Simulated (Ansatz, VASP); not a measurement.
LiCl in VASP and in Ansatz

File INCAR:

```
ALGO = Normal ; EDIFF = 1E-6
ENCUT = 520 ; GGA = PE
ISIF = 2 ; ISMEAR = 0
LASPH = True ; LCHARG = True
LELF = True ; LREAL = False
LVHAR = True ; LWAVE = False
NBANDS = 12 ; NELM = 80
PREC = Accurate ; SIGMA = 0.01
```

File KPOINTS:

```
k-points
0
Gamma
  6 6 6
```

Contents of POSCAR:

```
LiCl
1.0
    3.2479021331      0.0000000000      0.0000000000
    0.0000000000      3.2479021331      0.0000000000
    0.0000000000      0.0000000000      3.2479021331
Li Cl
1 1
Direct
    0.0000000000      0.0000000000      0.0000000000
    0.5000000000      0.5000000000      0.5000000000
```

Input for Ansatz:

```yaml
crystal:
  lattice:
    - [3.2479021331, 0.0, 0.0]
    - [0.0, 3.2479021331, 0.0]
    - [0.0, 0.0, 3.2479021331]
  atoms:
    - { symbol: Li, position: [0.0, 0.0, 0.0] }
    - { symbol: Cl, position: [0.5, 0.5, 0.5] }
kpoints:
  mp_grid: { grid: [6, 6, 6] }
hamiltonian:
  xc: pbe
scf:
  occupations: { method: fixed }
  n_extra_bands: 4
output:
  forces: true
  stress: true
  eigenvalues: true
```

Alike in both runs: task single point; functional PBE; k mesh 6 × 6 × 6; no spin polarisation.

|  | VASP | Ansatz |
| --- | --- | --- |
| version | VASP 6.6.1 | Ansatz 0.2.0 |
| potentials or method | VASP PAW PBE potentials, release 64 (Li_sv, Cl) | plane waves, PAW |
| plane-wave cutoff (eV) | 520 | 420 |
| occupations | gaussian, width 0.01 eV | fixed |
| valence electrons in the cell | 10 | 10 |

|  | VASP | Ansatz | Ansatz less VASP |
| --- | --- | --- | --- |
| gap on the k mesh at the Fermi level (eV) | 4.52 | 4.50 | -0.014 |

Noted on VASP's run: the cutoff is short for stress, so the pressure is rough.
